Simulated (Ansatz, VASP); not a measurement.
## VN: VASP beside Ansatz

The input INCAR:

```
SYSTEM = VN
PREC     = Accurate       ! precision mode
ENCUT    = 600            ! plane-wave cutoff, eV
EDIFF    = 1E-7           ! SCF threshold, eV
ISMEAR   = 0              ! smearing method
SIGMA    = 0.1            ! smearing width, eV
LREAL    = .FALSE.        ! projectors in reciprocal space
LASPH    = .TRUE.         ! aspherical terms in the spheres
NELM     = 120            ! most SCF steps
ALGO     = Normal         ! electronic algorithm
ISIF     = 3              ! what is computed and relaxed
LWAVE    = .FALSE.        ! write WAVECAR
LCHARG   = .FALSE.        ! write CHGCAR
GGA      = CA             ! functional
IBRION   = 2              ! ionic algorithm
NSW      = 100            ! ionic steps
EDIFFG   = -0.05          ! ionic threshold
GGA_COMPAT= .FALSE.      
NELMIN   = 4
```

Contents of KPOINTS:

```
regular mesh
0
G
  8 8 8
  0 0 0
```

File POSCAR:

```
VN
1.0
    0.0000000000      2.0400000000      2.0400000000
    2.0400000000      0.0000000000      2.0400000000
    2.0400000000      2.0400000000      0.0000000000
V N
1 1
Direct
    0.0000000000      0.0000000000      0.0000000000
    0.5000000000      0.5000000000      0.5000000000
```

Input for Ansatz:

```yaml
crystal:
  lattice:
    - [0.0, 2.04, 2.04]
    - [2.04, 0.0, 2.04]
    - [2.04, 2.04, 0.0]
  atoms:
    - { symbol: V, position: [0.0, 0.0, 0.0] }
    - { symbol: "N", position: [0.5, 0.5, 0.5] }
basis:
  ecutwfc: 420
kpoints:
  mp_grid: { grid: [8, 8, 8] }
hamiltonian:
  xc: lda
  pseudopotentials: { kind: paw, azcp: { folder: soft_1 } }
scf:
  occupations: { method: gaussian, width: 0.1 }
output:
  forces: true
  stress: true
  eigenvalues: true
relax:
  adjacent_minimum: "off"
  f_tol: 0.05
  max_steps: 80
  cell: { stress_tol: 0.5 }
```

Alike in both runs: task relaxation of cell and atoms; functional LDA; k mesh 8 × 8 × 8; occupations gaussian, width 0.1 eV; no spin polarisation.

```csv
,VASP,Ansatz
version,VASP 6.6.1,Ansatz 0.2.0
potentials or method,"VASP PAW LDA potentials, release 64 (V_sv, N), cutoff 600 eV","scalar-relativistic, plane waves, PAW"
valence electrons in the cell,18,18
```

Ansatz gave:

```
gap on the k mesh at the Fermi level, each at its own relaxed structure (eV) : none
relaxed volume (Å³/atom)                                                     : 8.26
relaxed cell length with the largest relative difference (Å)                 : 2.859
```

Problem. Estimate VASP's values.

Solution. gap on the k mesh at the Fermi level, each at its own relaxed structure (eV): none; relaxed volume (Å³/atom): 8.29; relaxed cell length with the largest relative difference (Å): 2.862.

Ansatz warns that its potentials were made for another functional, while VASP's fit it. LDA's correlation is that of Perdew and Zunger in VASP and of Perdew and Wang (1992) in Ansatz. A gap of «none» marks a metal or a gap that the smearing closes.

Noted on VASP's run: too few bands were computed for a metal, which touches its energy and stress.
